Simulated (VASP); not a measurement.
A run of VASP 6.6.1 is set up as follows.

The input INCAR:

```
SYSTEM = MgCd5
ALGO = Normal ; EDIFF = 1E-6
ENCUT = 520 ; GGA = CA
ISIF = 2 ; ISMEAR = 1
LASPH = .TRUE. ; LCHARG = .TRUE.
LELF = .TRUE. ; LREAL = .FALSE.
LVHAR = .TRUE. ; LWAVE = .FALSE.
NBANDS = 40 ; NELM = 60
PREC = Accurate ; SIGMA = 0.1
```

The input KPOINTS:

```
k-points
0
G
  6 6 5
  0 0 0
```

The input POSCAR:

```
MgCd5
1.0
    5.0639398656      0.0000000000      0.0000000000
   -2.5319699328      4.3855005669      0.0000000000
    0.0000000000      0.0000000000      5.3874413673
Mg Cd
1 5
Direct
    0.0000000000      0.0000000000      0.5000000000
    0.0000000000      0.3341110918      0.0000000000
    0.6658889082      0.6658889082      0.0000000000
    0.3341110918      0.0000000000      0.0000000000
    0.6666666667      0.3333333333      0.5000000000
    0.3333333333      0.6666666667      0.5000000000
```

Potentials or basis: VASP PAW LDA potentials, release 64 (Mg, Cd).

The run is started by

```console
$ cat potpaw_LDA.64/Mg/POTCAR potpaw_LDA.64/Cd/POTCAR > POTCAR
$ mpirun -np 1 vasp_std > vasp.out
```

Task: Predict the band gap on the k mesh.

Result: Zero (bands 31 and 32 overlap by 1.54 eV).

Task: Predict the pressure.

Result: -0.1 GPa.

Task: Estimate the largest force.

Result: 0.007 eV/Å.

Forces in eV/Å, atoms in the order of the input:
```
Mg   0.000  0.000  0.000
Cd  -0.003  0.006  0.000
Cd  -0.003 -0.006  0.000
Cd   0.007  0.000  0.000
Cd   0.000  0.000  0.000
Cd   0.000  0.000  0.000
```
